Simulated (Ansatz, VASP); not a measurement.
## Two plane-wave programs on TiAl

Contents of INCAR:

```
PREC = Accurate
ENCUT = 520
EDIFF = 1E-6
ISMEAR = 0
SIGMA = 0.1
LREAL = False
LASPH = True
NELM = 100
ALGO = Normal
ISIF = 2
LWAVE = False
LCHARG = False
GGA = PE
NBANDS = 14
```

Contents of KPOINTS:

```
Automatic mesh
0
Gamma
  14 14 14
```

POSCAR

```
TiAl
1.0
    3.3363005054      0.0000000000      0.0000000000
    0.0000000000      3.3363005054      0.0000000000
    0.0000000000      0.0000000000      3.3363005054
Ti Al
1 1
Direct
    0.0000000000      0.0000000000      0.0000000000
    0.5000000000      0.5000000000      0.5000000000
```

Input for Ansatz:

```yaml
crystal:
  lattice:
    - [3.3363005054, 0.0, 0.0]
    - [0.0, 3.3363005054, 0.0]
    - [0.0, 0.0, 3.3363005054]
  atoms:
    - { symbol: Ti, position: [0.0, 0.0, 0.0] }
    - { symbol: Al, position: [0.5, 0.5, 0.5] }
basis:
  ecutwfc: 420
kpoints:
  mp_grid: { grid: [14, 14, 14] }
hamiltonian:
  xc: pbe
scf:
  occupations: { method: gaussian, width: 0.1 }
output:
  forces: true
  stress: true
  eigenvalues: true
  populations: true
```

Alike in both runs: task single point; functional PBE; k mesh 14 × 14 × 14; occupations gaussian, width 0.1 eV; no spin polarisation.

```csv
,VASP,Ansatz
version,VASP 6.6.1,Ansatz 0.2.0
potentials or method,"VASP PAW PBE potentials, release 64 (Ti_sv, Al), cutoff 520 eV","scalar-relativistic, plane waves, PAW"
valence electrons in the cell,15,15
```

```tsv
	VASP	Ansatz	Ansatz less VASP
gap on the k mesh at the Fermi level (eV)	none	none	-
pressure (GPa)	-11.6	-11.6	0.00
```

A gap of «none» marks a metal or a gap that the smearing closes. The functional is the same, so the differences come from potentials, cutoffs and numerics.
